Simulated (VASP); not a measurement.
Wanted: the native input for a VASP 6.6.1 run.

| Quantity | Value |
| --- | --- |
| Task | single point |
| Functional | PBE |
| Potentials or basis | VASP PAW PBE potentials, release 64 (Re, C) |
| Cutoff | 520 eV |
| k mesh | 4 × 4 × 4 |
| Occupations | gaussian, width 0.1 eV |
| Spin | no spin polarisation |
| Dipole correction | no |
| Further INCAR settings | ALGO = Normal; EDIFF = 1e-06; NBANDS = 21 |

The structure of Re2C3 lies in POSCAR:

```
Re2C3
1.0
    3.9263937827      0.0000000000      0.0000000000
    0.0000000000      3.9263937827      0.0000000000
    0.0000000000      0.0000000000      3.9263937827
Re C
2 3
Direct
    0.5000000000      0.5000000000      0.5000000000
    0.0000000000      0.0000000000      0.0000000000
    0.5000000000      0.0000000000      0.0000000000
    0.0000000000      0.5000000000      0.0000000000
    0.0000000000      0.0000000000      0.5000000000
```

One way to write it, as run:

INCAR

```
PREC = Accurate
ENCUT = 520
EDIFF = 1E-6
ISMEAR = 0
SIGMA = 0.1
LREAL = F
LASPH = T
NELM = 100
ALGO = Normal
ISIF = 2
LWAVE = F
LCHARG = F
GGA = PE
NBANDS = 21
```

KPOINTS

```
Automatic mesh
0
Gamma
  4 4 4
```

Potentials or basis: VASP PAW PBE potentials, release 64 (Re, C).

The run is started by

```bash
$ cat potpaw_PBE.64/Re/POTCAR potpaw_PBE.64/C/POTCAR > POTCAR
$ mpirun -np 1 vasp_std > vasp.out
```

Results of the run:

The pressure is 2.5 GPa and the band gap on the k mesh is zero (band 13 reaches 6.32 eV, above the bottom of band 14 at 5.81 eV).

Caveat: the k points lie up to 0.40 Å⁻¹ apart; spin-orbit coupling is left out, which moves the levels of the heavy elements.

Run time: 30 s on 1 thread of Intel(R) Xeon(R) Platinum 8259CL CPU @ 2.50GHz (Skylake/Cascade Lake), with other jobs on the host, peak memory 0.17 GiB.
